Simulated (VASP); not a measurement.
# Be7S (P4/mmm) in VASP: single point with PBE

Aim: the single point of Be7S with PBE.

All numbers are computed with VASP 6.6.1; they aren't measurements. Logs are shortened: lines on timing, memory, paths and dates and some standing lists are left out, and cuts for length are marked.

## Step 1: The cell of the first run

It takes space group P4/mmm (No. 123, tetragonal). Conventional cell: a = 3.136 Å, b = 3.136 Å, c = 8.543 Å, α = 90.00°, β = 90.00°, γ = 90.00°. Within 2.8 Å of Be (site symmetry 2mm) lie 8 Be at 2.14 to 2.22 Å. Be (site symmetry 4/mmm) has 4 S at 2.22 Å within 2.9 Å. Be (site symmetry 4/mmm) has 12 Be at 2.14 to 2.22 Å within 2.8 Å. Within 2.8 Å of Be (site symmetry 4/mmm) lie 12 Be at 2.14 to 2.22 Å. Within 2.9 Å of S (site symmetry 4/mmm) lie 4 Be at 2.22 Å.

## Step 2: Single point, PBE

INCAR

```
PREC     = Accurate       # precision mode
ENCUT    = 520            # plane-wave cutoff, eV
EDIFF    = 1E-7           # SCF threshold, eV
ISMEAR   = 0              # smearing method
SIGMA    = 0.1            # smearing width, eV
LREAL    = F              # projectors in reciprocal space
LASPH    = T              # aspherical terms in the spheres
NELM     = 80             # most SCF steps
ALGO     = Normal         # electronic algorithm
ISIF     = 2              # what is computed and relaxed
LWAVE    = F              # write WAVECAR
LCHARG   = T              # write CHGCAR
GGA      = PE             # functional
LELF     = T              # ELF
LVHAR    = T            
NBANDS   = 20             # bands
```

KPOINTS

```
Automatic mesh
0
Gamma
  10 10 4
```

POSCAR

```
Be7S
1.0
    3.1359579552      0.0000000000      0.0000000000
    0.0000000000      3.1359579552      0.0000000000
    0.0000000000      0.0000000000      8.5425994444
Be S
7 1
Direct
    0.0000000000      0.5000000000      0.6708493694
    0.5000000000      0.5000000000      0.0000000000
    0.5000000000      0.0000000000      0.6708493694
    0.0000000000      0.5000000000      0.3291506306
    0.5000000000      0.0000000000      0.3291506306
    0.0000000000      0.0000000000      0.5000000000
    0.5000000000      0.5000000000      0.5000000000
    0.0000000000      0.0000000000      0.0000000000
```

Potentials or basis: VASP PAW PBE potentials, release 64 (Be, S).

The run is started by

```bash
$ cat potpaw_PBE.64/Be/POTCAR potpaw_PBE.64/S/POTCAR > POTCAR
$ mpirun -np 1 vasp_std > vasp.out
```

OUTCAR:

```text
PREC = Accurate
   ENCUT = 520
   EDIFF = 1E-7
   ISMEAR = 0
   LREAL = F
   LASPH = T
   NELM = 80
   ISIF = 2
   GGA = PE

 ion  position               nearest neighbor table
   1  0.000  0.500  0.671-   6 2.14   7 2.14   6 2.14   7 2.14   3 2.22   3 2.22   3 2.22   3 2.22

   2  0.500  0.500  0.000-   8 2.22   8 2.22   8 2.22   8 2.22
   3  0.500  0.000  0.671-   6 2.14   7 2.14   7 2.14   6 2.14   1 2.22   1 2.22   1 2.22   1 2.22

   4  0.000  0.500  0.329-   6 2.14   7 2.14   6 2.14   7 2.14   5 2.22   5 2.22   5 2.22   5 2.22

   5  0.500  0.000  0.329-   6 2.14   7 2.14   7 2.14   6 2.14   4 2.22   4 2.22   4 2.22   4 2.22

   6  0.000  0.000  0.500-   1 2.14   3 2.14   4 2.14   5 2.14   1 2.14   4 2.14   3 2.14   5 2.14
                             7 2.22   7 2.22   7 2.22   7 2.22
   7  0.500  0.500  0.500-   1 2.14   3 2.14   4 2.14   5 2.14   3 2.14   5 2.14   1 2.14   4 2.14
                             6 2.22   6 2.22   6 2.22   6 2.22
   8  0.000  0.000  0.000-   2 2.22   2 2.22   2 2.22   2 2.22

  LATTYP: Found a simple tetragonal cell.
 ALAT       =     3.1359579552
 C/A-ratio  =     2.7240797123

  Lattice vectors:

 A1 = (   3.1359579552,   0.0000000000,   0.0000000000)
 A2 = (   0.0000000000,   3.1359579552,   0.0000000000)
 A3 = (   0.0000000000,   0.0000000000,   8.5425994444)

Analysis of symmetry for initial positions (statically):
=====================================================================
 Subroutine PRICEL returns:
 Original cell was already a primitive cell.

 Routine SETGRP: Setting up the symmetry group for a
 simple tetragonal supercell.

 Subroutine GETGRP returns: Found 16 space group operations
 (whereof 16 operations were pure point group operations)
 out of a pool of 16 trial point group operations.

The static configuration has the point symmetry D_4h.

Analysis of symmetry for dynamics (positions and initial velocities):
=====================================================================
 Subroutine PRICEL returns:
 Original cell was already a primitive cell.

 Routine SETGRP: Setting up the symmetry group for a
 simple tetragonal supercell.

 Subroutine GETGRP returns: Found 16 space group operations
 (whereof 16 operations were pure point group operations)
 out of a pool of 16 trial point group operations.

The dynamic configuration has the point symmetry D_4h.

 Subroutine INISYM returns: Found 16 space group operations
 (whereof 16 operations are pure point group operations),
 and found     1 'primitive' translations

----------------------------------------------------------------------------------------

                                     Primitive cell

  volume of cell :      84.0099

  direct lattice vectors                    reciprocal lattice vectors
     3.135957955  0.000000000  0.000000000     0.318881826  0.000000000  0.000000000
     0.000000000  3.135957955  0.000000000     0.000000000  0.318881826  0.000000000
     0.000000000  0.000000000  8.542599444     0.000000000  0.000000000  0.117060387

  length of vectors
     3.135957955  3.135957955  8.542599444     0.318881826  0.318881826  0.117060387

  position of ions in fractional coordinates (direct lattice)
     0.000000000  0.500000000  0.670849369
     0.500000000  0.500000000  0.000000000
     0.500000000  0.000000000  0.670849369
     0.000000000  0.500000000  0.329150631
     0.500000000  0.000000000  0.329150631
     0.000000000  0.000000000  0.500000000
     0.500000000  0.500000000  0.500000000
     0.000000000  0.000000000  0.000000000

  ion indices of the primitive-cell ions
   primitive index   ion index
                 1           1
                 2           2
                 3           3
                 4           4
                 5           5
                 6           6
                 7           7
                 8           8

----------------------------------------------------------------------------------------

 KPOINTS: Automatic mesh

Automatic generation of k-mesh.
 Grid dimensions read from file:
 generate k-points for:   10   10    4

 Generating k-lattice:

  Cartesian coordinates                     Fractional coordinates (reciprocal lattice)
     0.031888183  0.000000000  0.000000000     0.100000000  0.000000000  0.000000000
     0.000000000  0.031888183  0.000000000     0.000000000  0.100000000  0.000000000
     0.000000000  0.000000000  0.029265097     0.000000000  0.000000000  0.250000000

  Length of vectors
     0.031888183  0.031888183  0.029265097

  Shift w.r.t. Gamma in fractional coordinates (k-lattice)
     0.000000000  0.000000000  0.000000000

 Subroutine IBZKPT returns following result:
 ===========================================

 Found     63 irreducible k-points:

 Following reciprocal coordinates:
            Coordinates               Weight
  0.000000  0.000000  0.000000      1.000000
  0.100000  0.000000  0.000000      4.000000
  0.200000  0.000000  0.000000      4.000000
  0.300000  0.000000  0.000000      4.000000
  0.400000  0.000000  0.000000      4.000000
  0.500000  0.000000  0.000000      2.000000
[... 16 lines left out ...]
  0.100000  0.000000  0.250000      8.000000
  0.200000  0.000000  0.250000      8.000000
 [... further k-points ...]
   k-points           NKPTS =     63   k-points in BZ     NKDIM =     63   number of bands    NBANDS=     20
   number of dos      NEDOS =    301   number of ions     NIONS =      8
   total plane-waves  NPLWV =  36864
   dimension x,y,z NGX =    24 NGY =   24 NGZ =   64
   dimension x,y,z NGXF=    48 NGYF=   48 NGZF=  128
   ions per type =               7   1
   NGX,Y,Z   is equivalent  to a cutoff of  12.72, 12.72, 12.45 a.u.
   NGXF,Y,Z  is equivalent  to a cutoff of  25.45, 25.45, 24.91 a.u.
 SYSTEM =  unknown system
   PREC   = accura    normal or accurate (medium, high low for compatibility)
   ISTART =      0    job   : 0-new  1-cont  2-samecut
   ICHARG =      2    charge: 1-file 2-atom 10-const
   ISPIN  =      1    spin polarized calculation?
   LNONCOLLINEAR =      F non collinear calculations
   LSORBIT =      F    spin-orbit coupling
   LASPH  =      T    aspherical Exc in radial PAW
   ENCUT  =  520.0 eV  38.22 Ry    6.18 a.u.   5.83  5.83 15.88*2*pi/ulx,y,z
   NELM   =     80;   NELMIN=  2; NELMDL= -5     # of ELM steps
   EDIFF  = 0.1E-06   stopping-criterion for ELM
   LREAL  =      F    real-space projection
   EDIFFG = 0.1E-05   stopping-criterion for IOM
   NSW    =      0    number of steps for IOM
   IBRION =     -1    ionic relax: 0-MD 1-quasi-New 2-CG
   NFREE  =      0    steps in history (QN), initial steepest desc. (CG)
   ISIF   =      2    stress and relaxation
   ISYM   =      2    0-nonsym 1-usesym 2-fastsym
   POTIM  = 0.5000    time-step for ionic-motion
   TEBEG  =    0.0;   TEEND  =   0.0 temperature during run
   PSTRESS=    0.0 pullay stress
   NELECT =      20.0000    total number of electrons
   NUPDOWN=      -1.0000    fix difference up-down
   EMIN   =  10.00;   EMAX   =-10.00  energy-range for DOS
   EFERMI =   0.00;   METHOD = LEGACY
   ISMEAR =     0;   SIGMA  =   0.10  broadening in eV -4-tet -1-fermi 0-gaus
   EFERMI_NEDOS =   21; number of points for ismear=-14 and -15
   IALGO  =     38    algorithm
   IMIX   =      4    mixing-type and parameters
     AMIX     =   0.40;   BMIX     =  1.00
     AMIX_MAG =   1.60;   BMIX_MAG =  1.00
  volume/ion in A,a.u.               =      10.50        70.87
  Fermi-wavevector in a.u.,A,eV,Ry     =   1.014631  1.917374 14.006864  1.029475
  Thomas-Fermi vector in A             =   2.147870
   LORBIT       =      0    0 simple, 1 ext, 2 COOP (PROOUT), +10 PAW based schemes
   GGA     = PE    functional components
   LHFCALC =     F    Hartree Fock is set to
   AEXX    =    0.0000 exact exchange contribution
   IVDW    =     0    specifies the selected vdW correction
   LEPSILON=     F    determine dielectric tensor
   LRPA    =     F    only Hartree local field effects (RPA)
 non-spin polarized calculation
 Gauss-broadening in eV      SIGMA  =   0.10
  energy-cutoff  :      520.00
  volume of cell :       84.01
 maximum number of plane-waves:      2312
 NGX is ok and might be reduce to    24
   NGX = 11   NGY = 11   NGZ = 31

 number of electron      20.0000002 magnetization

 Free energy of the ion-electron system (eV)
  ---------------------------------------------------
  ext. energy  EPLUGINS =         0.00000000
  ---------------------------------------------------
  free energy    TOTEN  =       -28.46263574 eV

  energy without entropy =      -28.45827570  energy(sigma->0) =      -28.46045572

 E-fermi :   5.7602     XC(G=0):  -9.9473

 val. band max:        5.7466714029   @ k =   0.3000   0.0000   0.2500
 cond. band min:       5.7625410199   @ k =   0.3000   0.0000   0.0000
 fundamental gap:      0.0158696170
 Fermi energy:         5.7602374915

 k-point     1 :       0.0000    0.0000    0.0000
  band No.  band energies     occupation
      1      -9.2433      2.00000
      2      -4.7358      2.00000
      3      -2.3651      2.00000
      4       0.7614      2.00000
      5       2.1766      2.00000
      6       2.9260      2.00000
[... 12 lines left out ...]
     19      13.1071      0.00000
     20      13.1071      0.00000

 k-point     2 :       0.1000    0.0000    0.0000
  band No.  band energies     occupation
      1      -9.1541      2.00000
      2      -4.6277      2.00000
      3      -2.2485      2.00000
      4       0.8797      2.00000
      5       1.9456      2.00000
      6       2.5921      2.00000
[... 12 lines left out ...]
     19      13.2350      0.00000
     20      13.3252      0.00000

 k-point     3 :       0.2000    0.0000    0.0000
  band No.  band energies     occupation
      1      -8.9015      2.00000
      2      -4.3030      2.00000
      3      -1.8997      2.00000
      4       0.6977      2.00000
      5       1.2250      2.00000
      6       2.2071      2.00000
[... 12 lines left out ...]
     19      13.3391      0.00000
     20      13.5814      0.00000

 k-point     4 :       0.3000    0.0000    0.0000
  band No.  band energies     occupation
      1      -8.5397      2.00000
      2      -3.7622      2.00000
      3      -1.3213      2.00000
      4      -0.6473      2.00000
      5       0.6680      2.00000
      6       1.7376      2.00000
[... 12 lines left out ...]
     19      12.8941      0.00000
     20      13.1103      0.00000

 k-point     5 :       0.4000    0.0000    0.0000
  band No.  band energies     occupation
      1      -8.1874      2.00000
      2      -3.0144      2.00000
      3      -1.6407      2.00000
      4      -0.7220      2.00000
      5      -0.5205      2.00000
      6       1.6626      2.00000
[... 12 lines left out ...]
     19      12.7064      0.00000
     20      12.9641      0.00000
[... 353 lines left out ...]
      6       0.8788      2.00000
[... 12 lines left out ...]
     19      10.5488      0.00000
     20      11.1472      0.00000

 k-point    22 :       0.0000    0.0000    0.2500
  band No.  band energies     occupation
      1      -9.2428      2.00000
      2      -4.7707      2.00000
      3      -2.1297      2.00000
      4      -0.0090      2.00000
      5       2.9325      2.00000
      6       2.9325      2.00000
[... 12 lines left out ...]
     19      12.8728      0.00000
     20      12.8728      0.00000

 k-point    23 :       0.1000    0.0000    0.2500
  band No.  band energies     occupation
      1      -9.1536      2.00000
      2      -4.6618      2.00000
      3      -2.0168      2.00000
      4       0.1077      2.00000
      5       2.1704      2.00000
      6       3.0455      2.00000
[... 12 lines left out ...]
     19      13.0109      0.00000
     20      13.0714      0.00000

 k-point    24 :       0.2000    0.0000    0.2500
  band No.  band energies     occupation
      1      -8.9011      2.00000
      2      -4.3348      2.00000
      3      -1.6821      2.00000
      4       0.3911      2.00000
      5       0.8559      2.00000
      6       2.1846      2.00000
[... 12 lines left out ...]
     19      13.4735      0.00000
     20      13.6203      0.00000

 [... further k-points ...]

------------------------ aborting loop because EDIFF is reached ----------------------------------------

  FORCE on cell =-STRESS in cart. coord.  units (eV):
  Direction    XX          YY          ZZ          XY          YZ          ZX
  --------------------------------------------------------------------------------------
  -------------------------------------------------------------------------------------
  Total        0.0567173      0.0567173      0.0717538      0.0000000     -0.0000000      0.0000000
  in kB        1.0816715      1.0816715      1.3684374      0.0000000     -0.0000000      0.0000000
  external PRESSURE =       1.1772601 kB  Pullay stress =       0.0000000 kB

 VOLUME and BASIS-vectors are now :
 -----------------------------------------------------------------------------
  energy-cutoff  :      520.00
  volume of cell :       84.01
      direct lattice vectors                 reciprocal lattice vectors
     3.135957955  0.000000000  0.000000000     0.318881826  0.000000000  0.000000000
     0.000000000  3.135957955  0.000000000     0.000000000  0.318881826  0.000000000
     0.000000000  0.000000000  8.542599444     0.000000000  0.000000000  0.117060387

 POSITION                                       TOTAL-FORCE (eV/Angst)
 -----------------------------------------------------------------------------------
      0.00000      1.56798      5.73080         0.000000     -0.000000      0.009331
      1.56798      1.56798      0.00000        -0.000000     -0.000000      0.000000
      1.56798      0.00000      5.73080         0.000000     -0.000000      0.009331
      0.00000      1.56798      2.81180        -0.000000      0.000000     -0.009331
      1.56798      0.00000      2.81180        -0.000000     -0.000000     -0.009331
      0.00000      0.00000      4.27130        -0.000000     -0.000000      0.000000
      1.56798      1.56798      4.27130        -0.000000     -0.000000      0.000000
      0.00000      0.00000      0.00000        -0.000000     -0.000000      0.000000
 -----------------------------------------------------------------------------------
    total drift:                               -0.000000      0.000000     -0.000000

  FREE ENERGIE OF THE ION-ELECTRON SYSTEM (eV)
  ---------------------------------------------------
  free  energy   TOTEN  =       -28.4626357378 eV

  energy  without entropy=      -28.4582757008  energy(sigma->0) =      -28.46045572
```

Wall time 67 s (1 thread of Intel Xeon Platinum 8259CL at 2.50GHz (Skylake/Cascade Lake), shared host); peak memory 0.23 GiB.

Results:

* Free energy: -28.4626 eV
* Pressure: 0.1 GPa
* Largest force: 0.009 eV/Å
* Band gap on the k mesh: zero (bands 10 and 11 overlap by 2.16 eV)

Forces on the atoms (eV/Å):
```
Be   0.000  0.000  0.009
Be   0.000  0.000  0.000
Be   0.000  0.000  0.009
Be   0.000  0.000 -0.009
Be   0.000  0.000 -0.009
Be   0.000  0.000  0.000
Be   0.000  0.000  0.000
S    0.000  0.000  0.000
```
